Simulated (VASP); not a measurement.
**O: electric field gradients with PBE**

O:

```xyz
2
Lattice="1.4233 0.8218 3.4083 -1.4233 0.8218 3.4083 0.0000 -1.6435 3.4083" Properties=species:S:1:pos:R:3 pbc="T T T"
O     0.0000    0.0000    0.5900
O     0.0000    0.0000    9.6349
```

```json
{
 "Program": "VASP 6.6.1",
 "Task": "electric field gradients",
 "Functional": "PBE",
 "Potentials or basis": "VASP PAW PBE potentials, release 64 (O)",
 "Cutoff": "520 eV",
 "k mesh": "8 × 8 × 8",
 "Occupations": "fermi-dirac, width 0.02 eV",
 "Spin": "no spin polarisation",
 "Dipole correction": "no",
 "Further INCAR settings": "ALGO = Normal; EDIFF = 1e-08; NBANDS = 13"
}
```

| Property | Result |
| --- | --- |
| Pressure | 9.5 GPa |
| Largest force | 4.302 eV/Å |
| Band gap on the k mesh | zero (band 6 reaches 1.24 eV, above the bottom of band 7 at -0.02 eV) |

Forces on the atoms (eV/Å):
```
O    0.000  0.000  4.302
O    0.000  0.000 -4.302
```

Stress tensor (GPa, compression positive):
```
-6.01  0.00  0.00
 0.00 -6.01  0.00
 0.00  0.00 40.48
```

Levels at points of the mesh, in eV from the Fermi level:
```csv
k point,band 4,band 5,band 6,band 7,band 8,band 9
"(0.00, 0.00, 0.00)",-6.56,-6.56,0.59,0.59,8.32,11.75
"(0.50, 0.00, 0.00)",-7.86,-6.94,-0.70,0.10,10.64,12.72
"(0.50, 0.50, 0.00)",-7.24,-7.14,-1.31,0.63,10.15,11.81
"(0.50, 0.50, 0.50)",-6.66,-6.66,0.83,0.83,8.05,8.63
```

Electric field gradients, principal values (V/Å²):
```tsv
atom	least	middle	greatest (by size)
1 O	-59.361	-59.361	118.722
2 O	-59.361	-59.361	118.722
```

Wall time 18 s on 1 thread of Intel(R) Xeon(R) 6975P-C (Granite Rapids) (shared host), peak memory 0.15 GiB.

Caveat: the standard files for N, O and F lose accuracy on very short bonds; spin is off for a triplet molecule; without QUAD_EFG the Cq values of the log hold for a quadrupole moment of 1 mb, not for the nuclei; forces of over 1 eV/Å act on the atoms, so gaps and moduli don't describe the material at rest.
